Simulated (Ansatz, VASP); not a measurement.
**Two plane-wave programs on CeHf3O8**

```
Ce Hf O
1.0
     3.86045   -3.54226   -0.03779
     3.86045    3.54226   -0.03779
    -0.32854    0.00000    5.40599
Ce Hf O
1 3 8
Direct
  0.49980 0.49980 0.48057
  0.53403 0.02284 0.98927
  0.02284 0.53403 0.98927
  0.00563 0.00563 0.55482
  0.69014 0.69014 0.16014
  0.26314 0.26314 0.17343
  0.77569 0.25598 0.81730
  0.25598 0.77569 0.81730
  0.25889 0.25889 0.69874
  0.76723 0.76723 0.70540
  0.17542 0.74755 0.30635
  0.74755 0.17542 0.30635
```

Change from the starting cell: the structure that the rattled cell fell into.

Alike in both runs: functional PBE; k mesh 4 × 4 × 4; occupations gaussian, width 0.1 eV; no spin polarisation.

Ansatz relaxed the structure, and its values are those at the end. VASP's run is a single point on that final structure, the one shown.

|  | VASP | Ansatz |
| --- | --- | --- |
| version | VASP 6.6.1 | Ansatz 0.2.0 |
| potentials or method | VASP PAW PBE potentials, release 64 (Ce, Hf_pv, O), cutoff 520 eV | scalar-relativistic, plane waves, PAW |
| valence electrons in the cell | 90 | 138 |

|  | VASP | Ansatz | Ansatz less VASP |
| --- | --- | --- | --- |
| gap on the k mesh at the Fermi level (eV) | 1.77 | 1.82 | +0.042 |
| least direct gap on the mesh (eV) | 1.84 | 1.88 | +0.043 |
| pressure (GPa) | -2.0 | 0.1 | +2.08 |
| rms of the force components (eV/Å) | 0.062 | 0.015 | -0.0473 |

VASP's potentials hold 90 valence electrons a cell and Ansatz's 138, so a difference there can come from the potentials and not from the codes.

Spin-orbit coupling is off throughout.
